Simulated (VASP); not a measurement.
# Ti2B (I4/mcm) in VASP: notebook

Ti2B is run at these levels: r2SCAN; tasks: single point.

Everything below comes from runs of VASP 6.6.1. Logs are shortened: lines on timing, memory, paths and dates and some standing lists are left out, and cuts for length are marked.

**1. The cell of the first run**

It takes space group I4/mcm (No. 140, tetragonal). Conventional cell: a = 5.658 Å, b = 5.658 Å, c = 4.737 Å, α = 90.00°, β = 90.00°, γ = 90.00°. Ti (site symmetry m2m) has 4 B at 2.42 Å and 11 Ti at 2.63 to 3.01 Å within 3.2 Å. Within 3.1 Å of B (site symmetry 422) lie 2 B at 2.37 Å and 8 Ti at 2.42 Å.

**2. Single point, r2SCAN**

POSCAR reads:

```
Ti2B
1.0
   -2.8290690000      2.8290690000      2.3682650000
    2.8290690000     -2.8290690000      2.3682650000
    2.8290690000      2.8290690000     -2.3682650000
Ti B
4 2
Direct
    0.6644000000      0.1644000000      0.8288000000
    0.3356000000      0.8356000000      0.1712000000
    0.8356000000      0.6644000000      0.5000000000
    0.1644000000      0.3356000000      0.5000000000
    0.7500000000      0.7500000000      0.0000000000
    0.2500000000      0.2500000000      0.0000000000
```

INCAR.step1 reads:

```
SYSTEM = Ti2B
ALGO = Normal
EDIFF = 1E-4
ENCUT = 520
GGA = PE
ISMEAR = -1
LASPH = .TRUE.
LCHARG = .FALSE.
LREAL = .FALSE.
LWAVE = .TRUE.
NBANDS = 36
NELM = 60
PREC = Accurate
SIGMA = 0.02
```

INCAR.step2 reads:

```
SYSTEM = Ti2B
ALGO = Normal
EDIFF = 1E-6
ENCUT = 520
ISIF = 2
ISMEAR = -1
ISTART = 1
LASPH = .TRUE.
LCHARG = .FALSE.
LMIXTAU = .TRUE.
LREAL = .FALSE.
LWAVE = .FALSE.
METAGGA = R2SCAN
NBANDS = 36
NELM = 60
PREC = Accurate
SIGMA = 0.02
```

KPOINTS reads:

```
k-points
0
G
  8 8 8
  0 0 0
```

Potentials or basis: VASP PAW PBE potentials, release 64 (Ti_sv, B).

The run is started by

```
> cat potpaw_PBE.64/Ti_sv/POTCAR potpaw_PBE.64/B/POTCAR > POTCAR
> cp INCAR.step1 INCAR
> mpirun -np 1 vasp_std > vasp.out
> cp INCAR.step2 INCAR
> mpirun -np 1 vasp_std > vasp.out
```

OUTCAR:

```text
SYSTEM = Ti2B
   EDIFF = 1E-6
   ENCUT = 520
   ISIF = 2
   ISMEAR = -1
   ISTART = 1
   LASPH = .TRUE.
   LREAL = .FALSE.
   METAGGA = R2SCAN
   NELM = 60
   PREC = Accurate

 ion  position               nearest neighbor table
   1  0.664  0.164  0.829-   6 2.42   5 2.42   5 2.42   6 2.42   2 2.63   2 2.74   2 2.74
   2  0.336  0.836  0.171-   5 2.42   6 2.42   6 2.42   5 2.42   1 2.63   1 2.74   1 2.74
   3  0.836  0.664  0.500-   6 2.42   5 2.42   5 2.42   6 2.42   4 2.63   4 2.74   4 2.74
   4  0.164  0.336  0.500-   5 2.42   6 2.42   6 2.42   5 2.42   3 2.63   3 2.74   3 2.74
   5  0.750  0.750  0.000-   2 2.42   4 2.42   1 2.42   2 2.42   3 2.42   3 2.42   1 2.42   4 2.42

   6  0.250  0.250  0.000-   3 2.42   2 2.42   1 2.42   2 2.42   4 2.42   4 2.42   3 2.42   1 2.42

  LATTYP: Found a body centered tetragonal cell.
 ALAT       =     5.6581380000
 C/A-ratio  =     0.8371181473

  Lattice vectors:

 A1 = (  -2.8290690000,   2.8290690000,   2.3682650000)
 A2 = (   2.8290690000,  -2.8290690000,   2.3682650000)
 A3 = (   2.8290690000,   2.8290690000,  -2.3682650000)

Analysis of symmetry for initial positions (statically):
=====================================================================
 Subroutine PRICEL returns:
 Original cell was already a primitive cell.

 Routine SETGRP: Setting up the symmetry group for a
 body centered tetragonal supercell.

 Subroutine GETGRP returns: Found 16 space group operations
 (whereof  8 operations were pure point group operations)
 out of a pool of 16 trial point group operations.

The static configuration has the point symmetry C_4h.
 The point group associated with its full space group is D_4h.

Analysis of symmetry for dynamics (positions and initial velocities):
=====================================================================
 Subroutine PRICEL returns:
 Original cell was already a primitive cell.

 Routine SETGRP: Setting up the symmetry group for a
 body centered tetragonal supercell.

 Subroutine GETGRP returns: Found 16 space group operations
 (whereof  8 operations were pure point group operations)
 out of a pool of 16 trial point group operations.

The dynamic configuration has the point symmetry C_4h.
 The point group associated with its full space group is D_4h.

 Subroutine INISYM returns: Found 16 space group operations
 (whereof  8 operations are pure point group operations),
 and found     1 'primitive' translations

----------------------------------------------------------------------------------------

                                     Primitive cell

  volume of cell :      75.8189

  direct lattice vectors                    reciprocal lattice vectors
    -2.829069000  2.829069000  2.368265000     0.000000000  0.176736587  0.211125022
     2.829069000 -2.829069000  2.368265000     0.176736587  0.000000000  0.211125022
     2.829069000  2.829069000 -2.368265000     0.176736587  0.176736587  0.000000000

  length of vectors
     4.649294777  4.649294777  4.649294777     0.275335425  0.275335425  0.249943279

  position of ions in fractional coordinates (direct lattice)
     0.664400000  0.164400000  0.828800000
     0.335600000  0.835600000  0.171200000
     0.835600000  0.664400000  0.500000000
     0.164400000  0.335600000  0.500000000
     0.750000000  0.750000000  0.000000000
     0.250000000  0.250000000  0.000000000

  ion indices of the primitive-cell ions
   primitive index   ion index
                 1           1
                 2           2
                 3           3
                 4           4
                 5           5
                 6           6

----------------------------------------------------------------------------------------

 KPOINTS: k-points

Automatic generation of k-mesh.
 Grid dimensions read from file:
 generate k-points for:    8    8    8

 Generating k-lattice:

  Cartesian coordinates                     Fractional coordinates (reciprocal lattice)
     0.000000000  0.022092073  0.026390628     0.125000000  0.000000000  0.000000000
     0.022092073  0.000000000  0.026390628     0.000000000  0.125000000  0.000000000
     0.022092073  0.022092073  0.000000000     0.000000000  0.000000000  0.125000000

  Length of vectors
     0.034416928  0.034416928  0.031242910

  Shift w.r.t. Gamma in fractional coordinates (k-lattice)
     0.000000000  0.000000000  0.000000000

 Subroutine IBZKPT returns following result:
 ===========================================

 Found     59 irreducible k-points:

 Following reciprocal coordinates:
            Coordinates               Weight
  0.000000  0.000000  0.000000      1.000000
  0.125000 -0.000000  0.000000      8.000000
  0.250000 -0.000000  0.000000      8.000000
  0.375000 -0.000000  0.000000      8.000000
  0.500000 -0.000000  0.000000      4.000000
  0.125000  0.125000  0.000000      8.000000
[... 16 lines left out ...]
  0.250000  0.125000  0.125000     16.000000
  0.375000  0.125000  0.125000      8.000000
 [... further k-points ...]
   k-points           NKPTS =     59   k-points in BZ     NKDIM =     59   number of bands    NBANDS=     36
   number of dos      NEDOS =    301   number of ions     NIONS =      6
   total plane-waves  NPLWV =  46656
   dimension x,y,z NGX =    36 NGY =   36 NGZ =   36
   dimension x,y,z NGXF=    72 NGYF=   72 NGZF=   72
   ions per type =               4   2
   NGX,Y,Z   is equivalent  to a cutoff of  12.87, 12.87, 12.87 a.u.
   NGXF,Y,Z  is equivalent  to a cutoff of  25.75, 25.75, 25.75 a.u.
 SYSTEM =  Ti2B
   PREC   = accura    normal or accurate (medium, high low for compatibility)
   ISTART =      1    job   : 0-new  1-cont  2-samecut
   ICHARG =      0    charge: 1-file 2-atom 10-const
   ISPIN  =      1    spin polarized calculation?
   LNONCOLLINEAR =      F non collinear calculations
   LSORBIT =      F    spin-orbit coupling
   LASPH  =      T    aspherical Exc in radial PAW
   ENCUT  =  520.0 eV  38.22 Ry    6.18 a.u.   8.64  8.64  8.64*2*pi/ulx,y,z
   NELM   =     60;   NELMIN=  2; NELMDL=  0     # of ELM steps
   EDIFF  = 0.1E-05   stopping-criterion for ELM
   LREAL  =      F    real-space projection
   EDIFFG = 0.1E-04   stopping-criterion for IOM
   NSW    =      0    number of steps for IOM
   IBRION =     -1    ionic relax: 0-MD 1-quasi-New 2-CG
   NFREE  =      0    steps in history (QN), initial steepest desc. (CG)
   ISIF   =      2    stress and relaxation
   ISYM   =      2    0-nonsym 1-usesym 2-fastsym
   POTIM  = 0.5000    time-step for ionic-motion
   TEBEG  =    0.0;   TEEND  =   0.0 temperature during run
   PSTRESS=    0.0 pullay stress
   NELECT =      54.0000    total number of electrons
   NUPDOWN=      -1.0000    fix difference up-down
   EMIN   =  10.00;   EMAX   =-10.00  energy-range for DOS
   EFERMI =   0.00;   METHOD = LEGACY
   ISMEAR =    -1;   SIGMA  =   0.02  broadening in eV -4-tet -1-fermi 0-gaus
   EFERMI_NEDOS =   21; number of points for ismear=-14 and -15
   IALGO  =     38    algorithm
   IMIX   =      4    mixing-type and parameters
     AMIX     =   0.40;   BMIX     =  1.00
     AMIX_MAG =   1.60;   BMIX_MAG =  1.00
  volume/ion in A,a.u.               =      12.64        85.28
  Fermi-wavevector in a.u.,A,eV,Ry     =   1.461999  2.762777 29.081636  2.137440
  Thomas-Fermi vector in A             =   2.578264
   LORBIT       =      0    0 simple, 1 ext, 2 COOP (PROOUT), +10 PAW based schemes
   METAGGA = R2SCAN    functional components
   LHFCALC =     F    Hartree Fock is set to
   AEXX    =    0.0000 exact exchange contribution
   IVDW    =     0    specifies the selected vdW correction
   LEPSILON=     F    determine dielectric tensor
   LRPA    =     F    only Hartree local field effects (RPA)
 non-spin polarized calculation
  energy-cutoff  :      520.00
  volume of cell :       75.82
 maximum number of plane-waves:      2057
   NGX = 17   NGY = 17   NGZ = 17

 number of electron      53.9999995 magnetization

 Free energy of the ion-electron system (eV)
  ---------------------------------------------------
  ext. energy  EPLUGINS =         0.00000000
  ---------------------------------------------------
  free energy    TOTEN  =       -69.07884835 eV

  energy without entropy =      -69.06917912  energy(sigma->0) =      -69.07401374

 E-fermi :   8.4484     XC(G=0): -13.0765

 val. band max:        8.4464053820   @ k =  -0.2500   0.5000   0.1250
 cond. band min:       8.4489980337   @ k =   0.5000   0.2500   0.0000
 fundamental gap:      0.0025926518
 Fermi energy:         8.4484474931

 k-point     1 :       0.0000    0.0000    0.0000
  band No.  band energies     occupation
      1     -50.0689      2.00000
      2     -49.9473      2.00000
      3     -49.8605      2.00000
      4     -49.8605      2.00000
      5     -25.5281      2.00000
      6     -25.3955      2.00000
[... 28 lines left out ...]
     35      12.0988      0.00000
     36      12.0988      0.00000

 k-point     2 :       0.1250   -0.0000    0.0000
  band No.  band energies     occupation
      1     -50.0605      2.00000
      2     -49.9467      2.00000
      3     -49.8657      2.00000
      4     -49.8644      2.00000
      5     -25.5430      2.00000
      6     -25.4293      2.00000
[... 28 lines left out ...]
     35      12.0040      0.00000
     36      12.0613      0.00000

 k-point     3 :       0.2500   -0.0000    0.0000
  band No.  band energies     occupation
      1     -50.0371      2.00000
      2     -49.9457      2.00000
      3     -49.8802      2.00000
      4     -49.8750      2.00000
      5     -25.5690      2.00000
      6     -25.4922      2.00000
[... 28 lines left out ...]
     35      12.0207      0.00000
     36      12.0869      0.00000
[... 742 lines left out ...]
 k-point    23 :       0.2500    0.1250    0.1250
  band No.  band energies     occupation
      1     -49.9984      2.00000
      2     -49.9489      2.00000
      3     -49.9041      2.00000
      4     -49.8871      2.00000
      5     -25.5515      2.00000
      6     -25.5350      2.00000
[... 28 lines left out ...]
     35      11.9857      0.00000
     36      12.2170      0.00000

 k-point    24 :       0.3750    0.1250    0.1250
  band No.  band energies     occupation
      1     -49.9684      2.00000
      2     -49.9684      2.00000
      3     -49.9010      2.00000
      4     -49.9010      2.00000
      5     -25.5478      2.00000
      6     -25.5477      2.00000
[... 28 lines left out ...]
     35      12.0347      0.00000
     36      12.0347      0.00000

 [... further k-points ...]

------------------------ aborting loop because EDIFF is reached ----------------------------------------

  FORCE on cell =-STRESS in cart. coord.  units (eV):
  Direction    XX          YY          ZZ          XY          YZ          ZX
  --------------------------------------------------------------------------------------
  -------------------------------------------------------------------------------------
  Total        0.0379839      0.0379839      0.5007930      0.0000000      0.0000000      0.0000000
  in kB        0.8026628      0.8026628     10.5825777      0.0000000      0.0000000      0.0000000
  external PRESSURE =       4.0626344 kB  Pullay stress =       0.0000000 kB

 VOLUME and BASIS-vectors are now :
 -----------------------------------------------------------------------------
  energy-cutoff  :      520.00
  volume of cell :       75.82
      direct lattice vectors                 reciprocal lattice vectors
    -2.829069000  2.829069000  2.368265000     0.000000000  0.176736587  0.211125022
     2.829069000 -2.829069000  2.368265000     0.176736587  0.000000000  0.211125022
     2.829069000  2.829069000 -2.368265000     0.176736587  0.176736587  0.000000000

 POSITION                                       TOTAL-FORCE (eV/Angst)
 -----------------------------------------------------------------------------------
      0.93020      3.75927      0.00000         0.100345      0.100345     -0.000000
      1.89887     -0.93020      2.36827        -0.100345     -0.100345      0.000000
      0.93020      1.89887      2.36827         0.100345     -0.100345      0.000000
      1.89887      0.93020      0.00000        -0.100345      0.100345     -0.000000
      0.00000      0.00000      3.55240        -0.000000     -0.000000     -0.000000
      0.00000      0.00000      1.18413        -0.000000     -0.000000     -0.000000
 -----------------------------------------------------------------------------------
    total drift:                               -0.000000     -0.000000      0.000000

  FREE ENERGIE OF THE ION-ELECTRON SYSTEM (eV)
  ---------------------------------------------------
  free  energy   TOTEN  =       -69.0788483542 eV

  energy  without entropy=      -69.0691791248  energy(sigma->0) =      -69.07401374
```

It took 8.3 min on 1 thread of AMD EPYC 9R45 (Zen 5), shared host; peak memory 0.27 GiB.

Results:

```
Free energy            : -69.0788 eV
Pressure               : 0.4 GPa
Largest force          : 0.142 eV/Å
Band gap on the k mesh : zero (bands 27 and 28 overlap by 1.06 eV)
```

Forces on the atoms (eV/Å):
```
Ti   0.100  0.100  0.000
Ti  -0.100 -0.100  0.000
Ti   0.100 -0.100  0.000
Ti  -0.100  0.100  0.000
B    0.000  0.000  0.000
B    0.000  0.000  0.000
```

Caveat: the PAW data sets were made with another functional, which shifts forces and pressure a little.

[end of part 1 of 2]
